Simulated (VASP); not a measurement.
**AgCl: single point with r2SCAN**

AgCl:

```
CELL_PARAMETERS angstrom
4.47454 0.00000 0.00000
-2.23727 3.87507 0.00000
0.00000 0.00000 5.78895
ATOMIC_POSITIONS crystal
Ag 0.33333 0.66667 0.93778
Ag 0.66667 0.33333 0.43778
Cl 0.33333 0.66667 0.43722
Cl 0.66667 0.33333 0.93722
```

This cell differs from its parent crystal: epitaxial xy strain -1.0%.

* Program: VASP 6.6.1
* Task: single point
* Functional: r2SCAN
* Potentials or basis: VASP PAW PBE potentials, release 64 (Ag, Cl)
* Cutoff: 520 eV
* k mesh: 6 × 6 × 4
* Occupations: gaussian, width 0.01 eV
* Spin: no spin polarisation

The pressure is 0.4 GPa and the band gap on the k mesh is 1.72 eV, direct.

Stress tensor (GPa, compression positive):
```
 0.55  0.00  0.00
 0.00  0.55  0.00
 0.00  0.00 -0.02
```

Levels at points of the mesh, in eV from the valence-band top:
```csv
k point,band 16,band 17,band 18,band 19,band 20,band 21
"(0.00, 0.00, 0.00)",-0.28,0.00,0.00,1.72,3.52,7.95
"(0.50, 0.00, 0.00)",-1.43,-1.42,-1.07,4.56,4.87,6.43
"(0.00, 0.00, 0.50)",-0.10,-0.10,-0.10,3.71,3.71,7.88
"(0.50, 0.00, 0.50)",-1.19,-0.24,-0.24,5.18,5.18,6.72
```

Run time: 2.5 min on 1 thread of Intel(R) Xeon(R) Platinum 8488C (Sapphire Rapids), on a shared host, peak memory 0.27 GiB.

Caveat: the cell differs from its parent crystal (epitaxial xy strain -1.0%); the PAW data sets were made with another functional, which shifts forces and pressure a little.
